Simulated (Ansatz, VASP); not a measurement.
## Rb in VASP and in Ansatz

```
CELL_PARAMETERS angstrom
5.02544 0.00000 0.00000
-2.51272 4.35215 0.00000
0.00000 0.00000 16.65368
ATOMIC_POSITIONS crystal
Rb 0.00000 0.00000 0.00000
Rb 0.33333 0.66667 0.75000
Rb 0.00000 0.00000 0.50000
Rb 0.66667 0.33333 0.25000
```

Alike in both runs: functional PBE; k mesh 9 × 9 × 4; occupations gaussian, width 0.1 eV; no spin polarisation.

Ansatz relaxed the structure, and its values are those at the end. VASP's run is a single point on that final structure, the one shown.

|  | VASP | Ansatz |
| --- | --- | --- |
| version | VASP 6.6.1 | Ansatz 0.2.0 |
| potentials or method | VASP PAW PBE potentials, release 64 (Rb_sv), cutoff 520 eV | scalar-relativistic, plane waves, PAW |
| valence electrons in the cell | 36 | 36 |

```csv
,VASP,Ansatz,Ansatz less VASP
gap on the k mesh at the Fermi level (eV),none,none,-
pressure (GPa),0.0,0.0,0.00
```

A gap of «none» marks a metal or a gap that the smearing closes.
